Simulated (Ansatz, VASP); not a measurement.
**ZnO: VASP beside Ansatz**

Contents of INCAR:

```
ALGO = Normal ; EDIFF = 1E-6
ENCUT = 520 ; GGA = CA
ISIF = 2 ; ISMEAR = 0
LASPH = True ; LCHARG = True
LELF = True ; LREAL = False
LVHAR = True ; LWAVE = False
NBANDS = 26 ; NELM = 100
PREC = Accurate ; SIGMA = 0.01
```

Contents of KPOINTS:

```
k-points
0
Gamma
  9 9 6
```

POSCAR

```
ZnO
1.0
    3.2309097002      0.0000000000      0.0000000000
   -1.6154548501      2.7980498777      0.0000000000
    0.0000000000      0.0000000000      5.2156080707
Zn O
2 2
Direct
    0.3333333333      0.6666666667     -0.0166290136
    0.6666666667      0.3333333333      0.4833709864
    0.3333333333      0.6666666667      0.3986290136
    0.6666666667      0.3333333333      0.8986290136
```

Input for Ansatz:

```yaml
crystal:
  lattice:
    - [3.2309097002, 0.0, 0.0]
    - [-1.6154548501, 2.7980498777, 0.0]
    - [0.0, 0.0, 5.2156080707]
  atoms:
    - { symbol: Zn, position: [0.3333333333, 0.6666666667, -0.0166290136] }
    - { symbol: Zn, position: [0.6666666667, 0.3333333333, 0.4833709864] }
    - { symbol: O, position: [0.3333333333, 0.6666666667, 0.3986290136] }
    - { symbol: O, position: [0.6666666667, 0.3333333333, 0.8986290136] }
basis:
  ecutwfc: 420
  xc_grid: 2
kpoints:
  mp_grid: { grid: [9, 9, 6] }
hamiltonian:
  xc: lda
  pseudopotentials: { kind: paw, azcp: { folder: soft_1 } }
scf:
  occupations: { method: fixed }
output:
  forces: true
  stress: true
  eigenvalues: true
  polarization: {}
```

Change from the starting cell: polar distortion scaled by 0.70.

Alike in both runs: task single point; functional LDA; k mesh 9 × 9 × 6; no spin polarisation.

|  | VASP | Ansatz |
| --- | --- | --- |
| version | VASP 6.6.1 | Ansatz 0.2.0 |
| potentials or method | VASP PAW LDA potentials, release 64 (Zn, O), cutoff 520 eV | scalar-relativistic, plane waves, PAW |
| occupations | gaussian, width 0.01 eV | fixed |
| valence electrons in the cell | 36 | 36 |

|  | VASP | Ansatz | Ansatz less VASP |
| --- | --- | --- | --- |
| gap on the k mesh at the Fermi level (eV) | 0.79 | 0.78 | -0.016 |
| least direct gap on the mesh (eV) | 0.79 | 0.78 | -0.016 |
| pressure (GPa) | -2.7 | -3.9 | -1.14 |
| traceless stress, the component that is largest in VASP (GPa) | -6.64 | -6.01 | +0.635 |
| rms of the force components (eV/Å) | 0.357 | 0.338 | -0.0190 |

Ansatz warns that its potentials were made for another functional, while VASP's fit it. LDA's correlation is that of Perdew and Zunger in VASP and of Perdew and Wang (1992) in Ansatz. Atom by atom the forces differ by 0.019 eV/Å (rms over components).
